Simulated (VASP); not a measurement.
Input of a VASP 6.6.1 run:

Contents of INCAR:

```
SYSTEM = NaCl
PREC     = Accurate       ! precision mode
ENCUT    = 520            ! plane-wave cutoff, eV
EDIFF    = 1E-6           ! SCF threshold, eV
ISMEAR   = 0              ! smearing method
SIGMA    = 0.02           ! smearing width, eV
LREAL    = .False.        ! projectors in reciprocal space
LASPH    = .True.         ! aspherical terms in the spheres
NELM     = 80             ! most SCF steps
ALGO     = Normal         ! electronic algorithm
ISIF     = 2              ! what is computed and relaxed
LWAVE    = .False.        ! write WAVECAR
LCHARG   = .False.        ! write CHGCAR
GGA      = PE             ! functional
IVDW     = 12             ! dispersion correction
NBANDS   = 14             ! bands
```

File KPOINTS:

```
regular mesh
0
Gamma
  6 6 6
  0 0 0
```

The input POSCAR:

```
NaCl
1.0
    3.4309894786      0.0000000000      0.0000000000
    0.0000000000      3.4309894786      0.0000000000
    0.0000000000      0.0000000000      3.4309894786
Na Cl
1 1
Direct
    0.0000000000      0.0000000000      0.0000000000
    0.5000000000      0.5000000000      0.5000000000
```

Potentials or basis: VASP PAW PBE potentials, release 64 (Na_pv, Cl).

Launch:

```sh
$ cat potpaw_PBE.64/Na_pv/POTCAR potpaw_PBE.64/Cl/POTCAR > POTCAR
$ mpirun -np 1 vasp_std > vasp.out
```

(1) What does it give for the pressure?

(2) What does it give for the dispersion energy per atom?

Answers

(1) 0.0 GPa.

(2) -0.239 eV.
